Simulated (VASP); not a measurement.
Ni, 2 atoms in the cell. The structure is hexagonal, space group P6_3/mmc (No. 194). The conventional cell has a = 2.449 Å, b = 2.449 Å, c = 4.015 Å, α = 90.00°, β = 90.00°, γ = 120.00°. Ni (site symmetry -6m2) has 12 Ni at 2.45 to 2.46 Å within 3.2 Å. This isn't the form of Ni at room conditions, which is fcc.

```yaml
Program: VASP 6.6.1
Task: single point
Functional: PBEsol
Potentials_or_basis: VASP PAW PBE potentials, release 64 (Ni)
Cutoff: 520 eV
k_mesh: 18 × 18 × 10
Occupations: fermi-dirac, width 0.1 eV
Spin: collinear spin, ferromagnetic start
Starting_moments: "[1.0, 1.0] μB"
Dipole_correction: no
k_mesh_for_the_DOS: 27 × 27 × 15
Occupations_for_the_DOS: tetrahedron
Further_INCAR_settings: ALGO = Normal; EDIFF = 1e-06
```

Potentials or basis: VASP PAW PBE potentials, release 64 (Ni).

Run with:

```sh
$ cat potpaw_PBE.64/Ni/POTCAR > POTCAR
$ cp INCAR.step1 INCAR
$ cp KPOINTS.step1 KPOINTS
$ mpirun -np 1 vasp_std > vasp.out
$ cp INCAR.step2 INCAR
$ cp KPOINTS.step2 KPOINTS
$ mpirun -np 1 vasp_std > vasp.out
```

Hardware: 1 thread of Intel Xeon 8259CL, with other jobs on the host.

Task: How long does it take, and how much memory?

Result: Wall time 8.1 min on 1 thread of Intel Xeon 8259CL, with other jobs on the host, peak memory 0.4 GiB. Counts: k points 600.
